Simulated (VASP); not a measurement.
# La3LuO2 (P-3m1) in VASP: notebook

The runs below take La3LuO2 through single point, relaxation of cell and atoms, with PBE.

Program: VASP 6.6.1. These are calculated values, not measurements. Logs are shortened: lines on timing, memory, paths and dates and some standing lists are left out, and cuts for length are marked.

### 1 The cell of the first run

The structure is trigonal, space group P-3m1 (No. 164). Conventional cell: a = 3.694 Å, b = 3.694 Å, c = 12.057 Å, α = 90.00°, β = 90.00°, γ = 120.00°. Within 3.4 Å of La (site symmetry -3m) lie 6 O at 2.56 Å. La (site symmetry 3m) has 3 O at 2.62 Å within 3.5 Å. Within 5.3 Å of Lu (site symmetry -3m) lie 6 Lu at 3.69 Å and 12 La at 3.74 to 5.26 Å and 6 O at 5.08 Å. Within 3.4 Å of O (site symmetry 3m) lie 6 La at 2.56 to 2.62 Å.

The cell was built from a structure type or drawn by symmetry, and may not be a known phase.

### 2 Single point, PBE

Input file INCAR:

```
SYSTEM = La3LuO2
PREC = Accurate
ENCUT = 520
EDIFF = 1E-6
ISMEAR = 0
SIGMA = 0.1
LREAL = .False.
LASPH = .True.
NELM = 100
ALGO = Normal
ISIF = 2
LWAVE = .False.
LCHARG = .False.
GGA = PE
NBANDS = 44
```

Input file KPOINTS:

```
Automatic mesh
0
Gamma
  6 6 2
  0 0 0
```

Input file POSCAR:

```
La3LuO2
1.0
    3.6943408421      0.0000000000      0.0000000000
   -1.8471704211      3.1993930195      0.0000000000
    0.0000000000      0.0000000000     12.0569348803
La Lu O
3 1 2
Direct
    0.0000000000      0.0000000000      0.5000000000
    0.6666666667      0.3333333333      0.2552092153
    0.3333333333      0.6666666667      0.7447907847
    1.0000000000      0.0000000000      0.0000000000
    0.6666666667      0.3333333333      0.6179897277
    0.3333333333      0.6666666667      0.3820102723
```

Potentials or basis: VASP PAW PBE potentials, release 64 (La, Lu, O).

Command:

```sh
$ cat potpaw_PBE.64/La/POTCAR potpaw_PBE.64/Lu/POTCAR potpaw_PBE.64/O/POTCAR > POTCAR
$ mpirun -np 1 vasp_std > vasp.out
```

OUTCAR:

```text
SYSTEM = La3LuO2
   PREC = Accurate
   ENCUT = 520
   EDIFF = 1E-6
   ISMEAR = 0
   LREAL = .False.
   LASPH = .True.
   NELM = 100
   ISIF = 2
   GGA = PE

 ion  position               nearest neighbor table
   1  0.000  0.000  0.500-   5 2.56   6 2.56   5 2.56   6 2.56   5 2.56   6 2.56   2 3.64   3 3.64
                             3 3.64   2 3.64   2 3.64   3 3.64
   2  0.667  0.333  0.255-   6 2.62   6 2.62   6 2.62   1 3.64   1 3.64   1 3.64   4 3.74   4 3.74
                             4 3.74
   3  0.333  0.667  0.745-   5 2.62   5 2.62   5 2.62   1 3.64   1 3.64   1 3.64   4 3.74   4 3.74
                             4 3.74
   4  0.000  0.000  0.000-   2 3.74   3 3.74   2 3.74   3 3.74   2 3.74   3 3.74
   5  0.667  0.333  0.618-   1 2.56   1 2.56   1 2.56   3 2.62   3 2.62   3 2.62
   6  0.333  0.667  0.382-   1 2.56   1 2.56   1 2.56   2 2.62   2 2.62   2 2.62

  LATTYP: Found a hexagonal cell.
 ALAT       =     3.6943408421
 C/A-ratio  =     3.2636227667

  Lattice vectors:

 A1 = (   3.6943408421,   0.0000000000,   0.0000000000)
 A2 = (  -1.8471704211,   3.1993930195,   0.0000000000)
 A3 = (   0.0000000000,   0.0000000000,  12.0569348803)

Analysis of symmetry for initial positions (statically):
=====================================================================
 Subroutine PRICEL returns:
 Original cell was already a primitive cell.

 Routine SETGRP: Setting up the symmetry group for a
 hexagonal supercell.

 Subroutine GETGRP returns: Found 12 space group operations
 (whereof 12 operations were pure point group operations)
 out of a pool of 24 trial point group operations.

The static configuration has the point symmetry D_3d.

Analysis of symmetry for dynamics (positions and initial velocities):
=====================================================================
 Subroutine PRICEL returns:
 Original cell was already a primitive cell.

 Routine SETGRP: Setting up the symmetry group for a
 hexagonal supercell.

 Subroutine GETGRP returns: Found 12 space group operations
 (whereof 12 operations were pure point group operations)
 out of a pool of 24 trial point group operations.

The dynamic configuration has the point symmetry D_3d.

 Subroutine INISYM returns: Found 12 space group operations
 (whereof 12 operations are pure point group operations),
 and found     1 'primitive' translations

[... 93 lines left out ...]
   EDIFFG = 0.1E-04   stopping-criterion for IOM
   NSW    =      0    number of steps for IOM
   IBRION =     -1    ionic relax: 0-MD 1-quasi-New 2-CG
   NFREE  =      0    steps in history (QN), initial steepest desc. (CG)
   ISIF   =      2    stress and relaxation
   ISYM   =      2    0-nonsym 1-usesym 2-fastsym
   POTIM  = 0.5000    time-step for ionic-motion
   TEBEG  =    0.0;   TEEND  =   0.0 temperature during run
   PSTRESS=    0.0 pullay stress
   NELECT =      70.0000    total number of electrons
   NUPDOWN=      -1.0000    fix difference up-down
   EMIN   =  10.00;   EMAX   =-10.00  energy-range for DOS
   EFERMI =   0.00;   METHOD = LEGACY
   ISMEAR =     0;   SIGMA  =   0.10  broadening in eV -4-tet -1-fermi 0-gaus
   EFERMI_NEDOS =   21; number of points for ismear=-14 and -15
   IALGO  =     38    algorithm
   IMIX   =      4    mixing-type and parameters
     AMIX     =   0.40;   BMIX     =  1.00
     AMIX_MAG =   1.60;   BMIX_MAG =  1.00
  volume/ion in A,a.u.               =      23.75       160.28
  Fermi-wavevector in a.u.,A,eV,Ry     =   1.291696  2.440952 22.701033  1.668479
  Thomas-Fermi vector in A             =   2.423450
   LORBIT       =      0    0 simple, 1 ext, 2 COOP (PROOUT), +10 PAW based schemes
   GGA     = PE    functional components
   LHFCALC =     F    Hartree Fock is set to
   AEXX    =    0.0000 exact exchange contribution
   IVDW    =     0    specifies the selected vdW correction
   LEPSILON=     F    determine dielectric tensor
   LRPA    =     F    only Hartree local field effects (RPA)
 non-spin polarized calculation
 Gauss-broadening in eV      SIGMA  =   0.10
  energy-cutoff  :      520.00
  volume of cell :      142.51
 maximum number of plane-waves:      3860
 NGX is ok and might be reduce to    28
   NGX = 13   NGY = 13   NGZ = 45

 number of electron      70.0000012 magnetization

 Free energy of the ion-electron system (eV)
  ---------------------------------------------------
  ext. energy  EPLUGINS =         0.00000000
  ---------------------------------------------------
  free energy    TOTEN  =       -39.76849550 eV

  energy without entropy =      -39.74583588  energy(sigma->0) =      -39.75716569

 E-fermi :   7.4534     XC(G=0): -10.2923

 val. band max:        7.4225980557   @ k =   0.3333   0.1667   0.5000
 cond. band min:       7.4617498988   @ k =   0.1667  -0.0000   0.5000
 fundamental gap:      0.0391518431
 Fermi energy:         7.4534151516

 k-point     1 :       0.0000    0.0000    0.0000
  band No.  band energies     occupation
      1     -49.1772      2.00000
      2     -25.4550      2.00000
      3     -25.3578      2.00000
      4     -25.2076      2.00000
      5     -19.7925      2.00000
      6     -19.7238      2.00000
[... 647 lines left out ...]
     43       9.1957      0.00000
     44       9.3677      0.00000

------------------------ aborting loop because EDIFF is reached ----------------------------------------

  FORCE on cell =-STRESS in cart. coord.  units (eV):
  Direction    XX          YY          ZZ          XY          YZ          ZX
  --------------------------------------------------------------------------------------
  -------------------------------------------------------------------------------------
  Total       -0.0767105     -0.0767105     -0.0981061      0.0000000      0.0000000      0.0000000
  in kB       -0.8624297     -0.8624297     -1.1029736      0.0000000      0.0000000      0.0000000
  external PRESSURE =      -0.9426110 kB  Pullay stress =       0.0000000 kB

 VOLUME and BASIS-vectors are now :
 -----------------------------------------------------------------------------
  energy-cutoff  :      520.00
  volume of cell :      142.51
      direct lattice vectors                 reciprocal lattice vectors
     3.694340842  0.000000000  0.000000000     0.270684282  0.156279643  0.000000000
    -1.847170421  3.199393019  0.000000000     0.000000000  0.312559287  0.000000000
     0.000000000  0.000000000 12.056934880     0.000000000  0.000000000  0.082939819

 POSITION                                       TOTAL-FORCE (eV/Angst)
 -----------------------------------------------------------------------------------
      0.00000      0.00000      6.02847        -0.000000      0.000000     -0.000000
      1.84717      1.06646      3.07704         0.000000     -0.000000      0.017790
     -0.00000      2.13293      8.97989        -0.000000      0.000000     -0.017790
      0.00000      0.00000      0.00000        -0.000000      0.000000     -0.000000
      1.84717      1.06646      7.45106        -0.000000      0.000000     -0.038996
     -0.00000      2.13293      4.60587         0.000000      0.000000      0.038996
 -----------------------------------------------------------------------------------
    total drift:                               -0.000000      0.000000      0.000000

  FREE ENERGIE OF THE ION-ELECTRON SYSTEM (eV)
  ---------------------------------------------------
  free  energy   TOTEN  =       -39.7684955025 eV

  energy  without entropy=      -39.7458358782  energy(sigma->0) =      -39.75716569
```

stdout:

```text
POSCAR found type information on POSCAR LaLuO
 POSCAR found :  3 types and       6 ions
 scaLAPACK will be used
 LDA part: xc-table for (Slater+PW92), standard interpolation
 POSCAR, INCAR and KPOINTS ok, starting setup
 FFT: planning ... GRIDC
 FFT: planning ... GRID_SOFT
 FFT: planning ... GRID
 WAVECAR not read
 entering main loop
```

It took 97 s on 1 thread of Intel Xeon 6975P-C (Granite Rapids), shared host; peak memory 0.31 GiB.

Results:

```
Free energy            : -39.7685 eV
Pressure               : -0.1 GPa
Largest force          : 0.039 eV/Å
Band gap on the k mesh : zero (bands 35 and 36 overlap by 0.72 eV)
```

Forces in eV/Å, atoms in the order of the input:
```
La   0.000  0.000  0.000
La   0.000  0.000  0.018
La   0.000  0.000 -0.018
Lu   0.000  0.000  0.000
O    0.000  0.000 -0.039
O    0.000  0.000  0.039
```

Caveat: spin-orbit coupling is left out, which moves the levels of the heavy elements.

### 3 Single point, PBE

This run uses another cell than the first one, of 24.61 Å³/atom.

Input file INCAR:

```
ALGO     = Normal         # electronic algorithm
EDIFF    = 1E-7           # SCF threshold, eV
ENCUT    = 520            # plane-wave cutoff, eV
GGA      = PE             # functional
ISIF     = 2              # what is computed and relaxed
ISMEAR   = 0              # smearing method
LASPH    = True           # aspherical terms in the spheres
LCHARG   = False          # write CHGCAR
LREAL    = False          # projectors in reciprocal space
LWAVE    = False          # write WAVECAR
NBANDS   = 44             # bands
NELM     = 60             # most SCF steps
PREC     = Accurate       # precision mode
SIGMA    = 0.1            # smearing width, eV
```

Input file KPOINTS:

```
k-points
0
Gamma
  6 6 2
```

Input file POSCAR:

```
La3LuO2
1.0
    4.7414502400      0.0000000000      0.0000000000
   -2.3707251200      4.1062163600      0.0000000000
    0.0000000000      0.0000000000      7.5827926300
La Lu O
3 1 2
Direct
    0.0000000000      0.0000000000      0.5000000000
    0.6666666700      0.3333333300      0.3533428000
    0.3333333300      0.6666666700      0.6466572000
    0.0000000000      0.0000000000      0.0000000000
    0.6666666700      0.3333333300      0.7445280600
    0.3333333300      0.6666666700      0.2554719400
```

Potentials or basis: VASP PAW PBE potentials, release 64 (La, Lu, O).

Command:

```sh
$ cat potpaw_PBE.64/La/POTCAR potpaw_PBE.64/Lu/POTCAR potpaw_PBE.64/O/POTCAR > POTCAR
$ mpirun -np 1 vasp_std > vasp.out
```

OUTCAR:

```text
EDIFF = 1E-7
   ENCUT = 520
   GGA = PE
   ISIF = 2
   ISMEAR = 0
   LASPH = True
   LREAL = False
   NELM = 60
   PREC = Accurate

 ion  position               nearest neighbor table
   1  0.000  0.000  0.500-   2 2.95   3 2.95   2 2.95   3 2.95   2 2.95   3 2.95
   2  0.667  0.333  0.353-   1 2.95   1 2.95   1 2.95   3 3.53   3 3.53   3 3.53
   3  0.333  0.667  0.647-   1 2.95   1 2.95   1 2.95   2 3.53   2 3.53   2 3.53
   4  0.000  0.000  0.000-
   5  0.667  0.333  0.745-
   6  0.333  0.667  0.255-

  LATTYP: Found a hexagonal cell.
 ALAT       =     4.7414502400
 C/A-ratio  =     1.5992559757

  Lattice vectors:

 A1 = (   4.7414502400,   0.0000000000,   0.0000000000)
 A2 = (  -2.3707251200,   4.1062163600,   0.0000000000)
 A3 = (   0.0000000000,   0.0000000000,   7.5827926300)

Analysis of symmetry for initial positions (statically):
=====================================================================
 Subroutine PRICEL returns:
 Original cell was already a primitive cell.

 Routine SETGRP: Setting up the symmetry group for a
 hexagonal supercell.

 Subroutine GETGRP returns: Found 12 space group operations
 (whereof 12 operations were pure point group operations)
 out of a pool of 24 trial point group operations.

The static configuration has the point symmetry D_3d.

Analysis of symmetry for dynamics (positions and initial velocities):
=====================================================================
 Subroutine PRICEL returns:
 Original cell was already a primitive cell.

 Routine SETGRP: Setting up the symmetry group for a
 hexagonal supercell.

 Subroutine GETGRP returns: Found 12 space group operations
 (whereof 12 operations were pure point group operations)
[... 115 lines left out ...]
   EFERMI_NEDOS =   21; number of points for ismear=-14 and -15
   IALGO  =     38    algorithm
   IMIX   =      4    mixing-type and parameters
     AMIX     =   0.40;   BMIX     =  1.00
     AMIX_MAG =   1.60;   BMIX_MAG =  1.00
  volume/ion in A,a.u.               =      24.61       166.05
  Fermi-wavevector in a.u.,A,eV,Ry     =   1.276576  2.412379 22.172694  1.629647
  Thomas-Fermi vector in A             =   2.409225
   LORBIT       =      0    0 simple, 1 ext, 2 COOP (PROOUT), +10 PAW based schemes
   GGA     = PE    functional components
   LHFCALC =     F    Hartree Fock is set to
   AEXX    =    0.0000 exact exchange contribution
   IVDW    =     0    specifies the selected vdW correction
   LEPSILON=     F    determine dielectric tensor
   LRPA    =     F    only Hartree local field effects (RPA)
 non-spin polarized calculation
 Gauss-broadening in eV      SIGMA  =   0.10
  energy-cutoff  :      520.00
  volume of cell :      147.63
 maximum number of plane-waves:      4012
 NGX is ok and might be reduce to    36
   NGX = 17   NGY = 17   NGZ = 29

 number of electron      70.0000006 magnetization

 Free energy of the ion-electron system (eV)
  ---------------------------------------------------
  ext. energy  EPLUGINS =         0.00000000
  ---------------------------------------------------
  free energy    TOTEN  =       -31.06538558 eV

  energy without entropy =      -31.04149287  energy(sigma->0) =      -31.05343923

 E-fermi :   6.8784     XC(G=0): -10.0259

 val. band max:        6.8777178189   @ k =   0.5000   0.0000   0.0000
 cond. band min:       6.9114372649   @ k =   0.3333   0.0000   0.0000
 fundamental gap:      0.0337194459
 Fermi energy:         6.8783882129

 k-point     1 :       0.0000    0.0000    0.0000
  band No.  band energies     occupation
      1     -51.2672      2.00000
      2     -26.4909      2.00000
      3     -25.5305      2.00000
      4     -24.9617      2.00000
      5     -21.8727      2.00000
      6     -21.8727      2.00000
[... 647 lines left out ...]
     43       8.4053      0.00000
     44       8.5370      0.00000

------------------------ aborting loop because EDIFF is reached ----------------------------------------

  FORCE on cell =-STRESS in cart. coord.  units (eV):
  Direction    XX          YY          ZZ          XY          YZ          ZX
  --------------------------------------------------------------------------------------
  -------------------------------------------------------------------------------------
  Total       -1.6975417     -1.6975417     -5.0162242      0.0000000      0.0000000     -0.0000000
  in kB      -18.4225111    -18.4225111    -54.4383952      0.0000000      0.0000000     -0.0000000
  external PRESSURE =     -30.4278058 kB  Pullay stress =       0.0000000 kB

 VOLUME and BASIS-vectors are now :
 -----------------------------------------------------------------------------
  energy-cutoff  :      520.00
  volume of cell :      147.63
      direct lattice vectors                 reciprocal lattice vectors
     4.741450240  0.000000000  0.000000000     0.210905936  0.121766599  0.000000000
    -2.370725120  4.106216360  0.000000000     0.000000000  0.243533198  0.000000000
     0.000000000  0.000000000  7.582792630     0.000000000  0.000000000  0.131877535

 POSITION                                       TOTAL-FORCE (eV/Angst)
 -----------------------------------------------------------------------------------
      0.00000      0.00000      3.79140        -0.000000      0.000000      0.000000
      2.37073      1.36874      2.67933         0.000000      0.000000     -1.737892
     -0.00000      2.73748      4.90347        -0.000000     -0.000000      1.737892
      0.00000      0.00000      0.00000        -0.000000      0.000000      0.000000
      2.37073      1.36874      5.64560         0.000000     -0.000000     -0.979066
     -0.00000      2.73748      1.93719        -0.000000      0.000000      0.979066
 -----------------------------------------------------------------------------------
    total drift:                               -0.000000      0.000000     -0.000000

  FREE ENERGIE OF THE ION-ELECTRON SYSTEM (eV)
  ---------------------------------------------------
  free  energy   TOTEN  =       -31.0653855826 eV

  energy  without entropy=      -31.0414928689  energy(sigma->0) =      -31.05343923
```

Wall time 1.8 min (1 thread of Intel Xeon 6975P-C (Granite Rapids), shared host); peak memory 0.31 GiB.

Results:

```
Free energy            : -31.0654 eV
Pressure               : -3.0 GPa
Largest force          : 1.738 eV/Å
Band gap on the k mesh : zero (bands 35 and 36 overlap by 0.43 eV)
```

Forces in eV/Å, atoms in the order of the input:
```
La   0.000  0.000  0.000
La   0.000  0.000 -1.738
La   0.000  0.000  1.738
Lu   0.000  0.000  0.000
O    0.000  0.000 -0.979
O    0.000  0.000  0.979
```

Levels at points of the mesh, in eV from the Fermi level:
| k point | band 33 | band 34 | band 35 | band 36 | band 37 | band 38 |
| --- | --- | --- | --- | --- | --- | --- |
| (0.00, 0.00, 0.00) | -1.27 | -1.27 | -0.68 | 1.17 | 1.17 | 1.39 |
| (0.50, 0.00, 0.00) | -0.80 | -0.32 | 0.00 | 0.21 | 0.33 | 0.39 |
| (0.00, 0.00, 0.50) | -1.00 | -1.00 | -0.21 | 0.50 | 0.50 | 0.56 |
| (0.50, 0.00, 0.50) | -0.51 | -0.44 | -0.33 | 0.21 | 0.26 | 0.48 |

Caveat: the k points lie up to 0.41 Å⁻¹ apart; spin-orbit coupling is left out, which moves the levels of the heavy elements; forces of over 1 eV/Å act on the atoms, so gaps and moduli don't describe the material at rest.

(Part 1 of 2 ends here.)
